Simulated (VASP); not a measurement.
Runs of VASP 6.6.1 on HfO3. The structure is that of space group P-6m2 (No. 187), or close to it. The cells are those of the table. 

| task | cell | k mesh | cutoff (eV) | smearing | gap on the mesh (eV) | pressure (GPa) | largest force (eV/Å) |
| --- | --- | --- | --- | --- | --- | --- | --- |
| single point | a = 2.513, b = 2.513, c = 7.714 Å, angles 90.0, 90.0, 120.0°, 4 atoms | 6 × 6 × 2 | 520 | gaussian 0.1 eV | none | 17.2 | 3.46 |
| relaxation of cell and atoms | relaxed from a = 2.513, b = 2.513, c = 7.714 Å, angles 90.0, 90.0, 120.0°, 4 atoms | 6 × 6 × 2 | 600 | gaussian 0.1 eV | none | 0.1 | - |
| single point | a = 3.597, b = 3.597, c = 4.158 Å, angles 90.0, 90.0, 120.0°, 4 atoms | 6 × 6 × 2 | 520 | gaussian 0.1 eV | none | -2.1 | 0.04 |
| single point | a = 3.831, b = 3.831, c = 4.057 Å, angles 90.0, 90.0, 120.0°, 4 atoms | 12 × 12 × 10 | 520 | gaussian 0.01 eV | 0.22 | -1.5 | 0.17 |
| single point | a = 3.828, b = 3.828, c = 4.058 Å, angles 90.0, 90.0, 120.0°, 4 atoms | 6 × 6 × 4 | 520 | gaussian 0.1 eV | 0.21 | (b) | (a) |

Alike in all rows: level PBE; potentials or basis VASP PAW PBE potentials, release 64 (Hf_pv, O); no spin polarisation.

Q: Estimate the missing entries.

A: (a) 0.16; (b) -1.4.

Caveats: some runs use coarse meshes; spin-orbit coupling is left out, which moves the levels of the heavy elements; forces of over 1 eV/Å act on the atoms, so gaps and moduli don't describe the material at rest (some runs).

A k mesh can miss the band edges, and the runs leave out spin-orbit coupling on Hf.

A gap of «none» marks levels without a gap at the run's occupations.
